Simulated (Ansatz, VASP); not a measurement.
# One calculation of AlCo, two programs

```
CELL_PARAMETERS angstrom
2.81940 0.00000 0.00000
0.00000 2.81940 0.00000
0.00000 0.00000 2.81940
ATOMIC_POSITIONS crystal
Co 0.50000 0.50000 0.50000
Al 0.00000 0.00000 0.00000
```

Alike in both runs: task single point; functional PBEsol; k mesh 8 × 8 × 8; occupations fermi-dirac, width 0.05 eV; collinear spin; fixed moment 3 μB.

```csv
,VASP,Ansatz
version,VASP 6.6.1,Ansatz 0.2.0
potentials or method,"VASP PAW PBE potentials, release 64 (Co_sv, Al)",Ansatz PAW
plane-wave cutoff (eV),600,420
valence electrons in the cell,20,20
```

```tsv
	VASP	Ansatz	Ansatz less VASP
net moment per atom (μB)	1.50	1.50	0.000
size of the moment on the site where the two differ most (μB)	2.24	2.34	+0.097
```

VASP's potentials were made for PBE, not for PBEsol. Site moments also hang on the region over which each program counts them.
